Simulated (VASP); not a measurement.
The system is CuO.

```xyz
2
Lattice="0.0000 2.3273 2.3273 2.3273 0.0000 2.3273 2.3273 2.3273 0.0000" Properties=species:S:1:pos:R:3 pbc="T T T"
Cu    0.0000    0.0000    0.0000
O     1.1636    1.1636    1.1636
```

| Item | Value |
| --- | --- |
| Program | VASP 6.6.1 |
| Task | relaxation of cell and atoms |
| Functional | PBE |
| Potentials or basis | VASP PAW PBE potentials, release 64 (Cu, O) |
| Cutoff | 600 eV |
| k mesh | 8 × 8 × 8 |
| Occupations | fermi-dirac, width 0.05 eV |
| Spin | no spin polarisation |

At the start: pressure -9.3 GPa; volume 12.60 Å³/atom.

Problem. Where does the relaxation end?

Solution. Over 3 steps the energy falls by 31.4 meV/atom and the volume is 11.61 Å³/atom (-7.9 %); space group F-43m (No. 216, to 0.05 Å).

The path:
```tsv
step	energy change (eV)	largest force (eV/Å)	pressure (GPa)	volume (Å³)
1	0.0000	0.0000	-9.30	25.21
2	-0.0563	0.0000	3.73	22.63
3	-0.0628	0.0000	0.00	23.21
```

Final structure:
```
Cu O
1.0
     0.00000    2.26407    2.26407
     2.26407    0.00000    2.26407
     2.26407    2.26407    0.00000
Cu O
1 1
Direct
  0.00000 0.00000 0.00000
  0.25000 0.25000 0.25000
```

Caveat: an odd number of electrons without spin polarisation forces a metal; a magnetic or distorted state may lie lower.
